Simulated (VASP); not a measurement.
Runs of VASP 6.6.1 on TeO. The structure is that of space group P6mm (No. 183), or close to it. The cells are those of the table. 

```tsv
task	cell	k mesh	cutoff (eV)	gap on the mesh (eV)	pressure (GPa)	largest force (eV/Å)
relaxation of cell and atoms	relaxed from a = 3.377, b = 3.377, c = 4.541 Å, angles 90.0, 90.0, 120.0°, 2 atoms	6 × 6 × 4	600	none	0.0	0.01
single point	a = 3.400, b = 3.400, c = 4.240 Å, angles 90.0, 90.0, 120.0°, 2 atoms	6 × 6 × 4	520	none	-0.1	0.11
single point	a = 3.377, b = 3.377, c = 4.541 Å, angles 90.0, 90.0, 120.0°, 2 atoms	6 × 6 × 4	520	none	(a)	2.08
single point	a = 3.383, b = 3.383, c = 4.186 Å, angles 90.0, 90.0, 120.0°, 2 atoms	18 × 18 × 14	520	none	-0.1	0.09
```

Alike in all rows: level PBE; potentials or basis VASP PAW PBE potentials, release 64 (Te, O); no spin polarisation; smearing gaussian 0.1 eV.

Task: Fill in the values left out.

Result: (a) -11.1.

Caveats: some runs use coarse meshes; spin-orbit coupling is left out, which moves the levels of the heavy elements; forces of over 1 eV/Å act on the atoms, so gaps and moduli don't describe the material at rest (some runs).

A k mesh can miss the band edges, and the runs leave out spin-orbit coupling on Te.

A gap of «none» marks levels without a gap at the run's occupations.
